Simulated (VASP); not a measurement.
Runs of VASP 6.6.1 on TiC. The structure is that of space group Fm-3m (No. 225), or close to it. The cells are those of the table. 

| cell | gap on the mesh (eV) | pressure (GPa) |
| --- | --- | --- |
| a = 2.998, b = 2.998, c = 3.036 Å, angles 59.6, 59.6, 60.8°, 2 atoms | none | 7.6 |
| a = 3.037, b = 3.037, c = 2.960 Å, angles 60.8, 60.8, 58.3°, 2 atoms | none | (a) |
| a = 3.076, b = 3.076, c = 2.960 Å, angles 61.2, 61.2, 57.5°, 2 atoms | none | 3.4 |
| a = 2.998, b = 2.998, c = 2.960 Å, angles 60.4, 60.4, 59.2°, 2 atoms | none | 15.5 |

Alike in all rows: task single point; level PBEsol; potentials or basis VASP PAW PBE potentials, release 64 (Ti_sv, C); no spin polarisation; k mesh 24 × 24 × 24; cutoff (eV) 520; smearing gaussian 0.15 eV.

**Question.** Estimate the missing entries.

**Answer.** (a) 8.8.

Caveats: the cell stands under pressure; the PAW data sets were made with another functional, which shifts forces and pressure a little.

A gap of «none» marks levels without a gap at the run's occupations.
